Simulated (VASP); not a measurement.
Set up this calculation in VASP 6.6.1, as the native input.

| Item | Value |
| --- | --- |
| Task | single point |
| Functional | BLYP |
| Potentials or basis | VASP PAW PBE potentials, release 64 (Cs_sv, I) |
| Cutoff | 500 eV |
| k mesh | 6 × 6 × 6 |
| Occupations | fermi-dirac, width 0.05 eV |
| Spin | no spin polarisation |
| Dipole correction | no |
| Further INCAR settings | ALGO = Normal; EDIFF = 1e-06; NBANDS = 15 |

The structure of CsI lies in POSCAR:

```
CsI
1.0
    4.5360500832      0.0000000000      0.0000000000
    0.0000000000      4.5360500832      0.0000000000
    0.0000000000      0.0000000000      4.5360500832
Cs I
1 1
Direct
    0.0000000000      0.0000000000      0.0000000000
    0.5000000000      0.5000000000      0.5000000000
```

One way to write it, as run:

INCAR

```
SYSTEM = CsI
PREC = Accurate
ENCUT = 500
EDIFF = 1E-6
ISMEAR = -1
SIGMA = 0.05
LREAL = .False.
LASPH = .True.
NELM = 120
ALGO = Normal
ISIF = 2
LWAVE = .False.
LCHARG = .False.
GGA = B5
ALDAX = 1.0
AGGAX = 1.0
AGGAC = 1.0
ALDAC = 0.0
NBANDS = 15
GGA_COMPAT = .False.
```

KPOINTS

```
regular mesh
0
Gamma
  6 6 6
  0 0 0
```

Potentials or basis: VASP PAW PBE potentials, release 64 (Cs_sv, I).

Launch:

```console
$ cat potpaw_PBE.64/Cs_sv/POTCAR potpaw_PBE.64/I/POTCAR > POTCAR
$ mpirun -np 1 vasp_std > vasp.out
```

It gave:

| Property | Result |
| --- | --- |
| Pressure | 2.4 GPa |
| Band gap on the k mesh | 4.04 eV (least direct gap 4.12 eV) |

Caveat: the PAW data sets were made with another functional, which shifts forces and pressure a little; spin-orbit coupling is left out, which moves the levels of the heavy elements.

Run time: 34 s on 1 thread of Intel Xeon 8259CL, with other jobs on the host, peak memory 0.21 GiB.
